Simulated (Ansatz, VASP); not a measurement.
## One calculation of Bi, two programs

INCAR

```
SYSTEM = Bi
PREC     = Accurate       ! precision mode
ENCUT    = 520            ! plane-wave cutoff, eV
EDIFF    = 1E-6           ! SCF threshold, eV
ISMEAR   = -1             ! smearing method
SIGMA    = 0.1            ! smearing width, eV
LREAL    = .FALSE.        ! projectors in reciprocal space
LASPH    = .TRUE.         ! aspherical terms in the spheres
NELM     = 60             ! most SCF steps
ALGO     = Normal         ! electronic algorithm
ISIF     = 2              ! what is computed and relaxed
LWAVE    = .FALSE.        ! write WAVECAR
LCHARG   = .FALSE.        ! write CHGCAR
GGA      = PS             ! functional
NBANDS   = 22             ! bands
```

File KPOINTS:

```
Automatic mesh
0
G
  9 9 9
  0 0 0
```

The input POSCAR:

```
Bi
1.0
    0.0000000000      3.6329352854      3.6329352854
    3.6329352854      0.0000000000      3.6329352854
    3.6329352854      3.6329352854      0.0000000000
Bi
2
Direct
    0.1250000000      0.1250000000      0.1250000000
    0.8750000000      0.8750000000      0.8750000000
```

Input for Ansatz:

```yaml
crystal:
  lattice:
    - [0.0, 3.6329352854, 3.6329352854]
    - [3.6329352854, 0.0, 3.6329352854]
    - [3.6329352854, 3.6329352854, 0.0]
  atoms:
    - { symbol: Bi, position: [0.125, 0.125, 0.125] }
    - { symbol: Bi, position: [0.875, 0.875, 0.875] }
hamiltonian:
  xc: pbesol
  pseudopotentials:
    kind: paw
    azcp:
      Bi: "pseudopotentials/Bi.paw.azcp"
basis:
  ecutwfc: 420
  fft_grid_basis: typed
kpoints:
  mp_grid: { grid: [9, 9, 9], shift: [0, 0, 0] }
magnetization:
  spin_polarized: false
scf:
  occupations: { method: fermi_dirac, width: 0.1 }
  lower_state_search: "off"
output:
  stress: true
  write_density: true
  write_potential: true
  elf: true
  volumetric_format: npy
```

Alike in both runs: task single point; functional PBEsol; k mesh 9 × 9 × 9; occupations fermi-dirac, width 0.1 eV; no spin polarisation.

|  | VASP | Ansatz |
| --- | --- | --- |
| version | VASP 6.6.1 | Ansatz 0.2.0 |
| potentials or method | VASP PAW PBE potentials, release 64 (Bi_d), cutoff 520 eV | plane waves (420 eV) with PAW, scalar-relativistic |
| valence electrons in the cell | 30 | 30 |

|  | VASP | Ansatz | Ansatz less VASP |
| --- | --- | --- | --- |
| pressure (GPa) | -1.2 | -1.2 | +0.02 |

VASP's potentials were made for PBE, not for PBEsol, and Ansatz warns of the same on its side.

Neither program's run includes spin-orbit coupling.
